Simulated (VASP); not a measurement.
Input of a VASP 6.6.1 run:

The input INCAR:

```
  PREC = Accurate
  ENCUT = 520
  EDIFF = 1E-6
  ISMEAR = 0
  SIGMA = 0.15
  LREAL = False
  LASPH = True
  NELM = 60
  ALGO = Normal
  ISIF = 2
  LWAVE = False
  LCHARG = False
  GGA = CA
  NBANDS = 16
```

The input KPOINTS:

```
regular mesh
0
Gamma
  14 14 14
```

File POSCAR:

```
Si2Ni
1.0
    0.0000000000      2.7279671969      2.7279671969
    2.7279671969      0.0000000000      2.7279671969
    2.7279671969      2.7279671969      0.0000000000
Si Ni
2 1
Direct
    0.2500000000      0.2500000000      0.2500000000
    0.7500000000      0.7500000000      0.7500000000
    0.0000000000      0.0000000000      0.0000000000
```

Potentials or basis: VASP PAW LDA potentials, release 64 (Si, Ni).

Command:

```console
$ cat potpaw_LDA.64/Si/POTCAR potpaw_LDA.64/Ni/POTCAR > POTCAR
$ mpirun -np 1 vasp_std > vasp.out
```

Q: What does it give for the band gap on the k mesh?

A: Zero (band 9 reaches 11.62 eV, above the bottom of band 10 at 9.41 eV).

Q: Estimate the pressure.

A: -8.4 GPa.

Spin polarisation is off, so any magnetic state and its effect on volume and gap are missing.
